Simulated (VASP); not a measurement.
## KBr: single point with r2SCAN

Crystal: KBr.

```
K Br
1.0
     0.00000    3.26887    3.26887
     3.26887    0.00000    3.26887
     3.26887    3.26887    0.00000
K Br
1 1
Direct
  0.00000 0.00000 0.00000
  0.50000 0.50000 0.50000
```

This cell differs from its parent crystal: volume scaled by 0.97.

* Program: VASP 6.6.1
* Task: single point
* Functional: r2SCAN
* Potentials or basis: VASP PAW PBE potentials, release 64 (K_sv, Br)
* Cutoff: 520 eV
* k mesh: 6 × 6 × 6
* Occupations: gaussian, width 0.02 eV
* Spin: no spin polarisation
* Dipole correction: no
* Further INCAR settings: ALGO = Normal; EDIFF = 1e-06; NBANDS = 15

* Pressure: 0.6 GPa
* Band gap on the k mesh: 5.16 eV, direct

Levels at points of the mesh, in eV from the valence-band top:
```
           k point  band 5  band 6  band 7  band 8  band 9  band 10  band 11  band 12
(0.00, 0.00, 0.00)  -11.53    0.00    0.00    0.00    5.16     8.24     8.24     8.24
(0.50, 0.00, 0.00)  -11.27   -1.22   -0.35   -0.35    7.20     8.98    10.61    10.61
(0.50, 0.50, 0.00)  -11.57   -0.85   -0.30   -0.30    6.33     8.14    10.25    10.30
```

Run time: 36 s on 1 thread of Intel(R) Xeon(R) 6975P-C (Granite Rapids) (shared host), peak memory 0.22 GiB.

Caveat: the PAW data sets were made with another functional, which shifts forces and pressure a little.
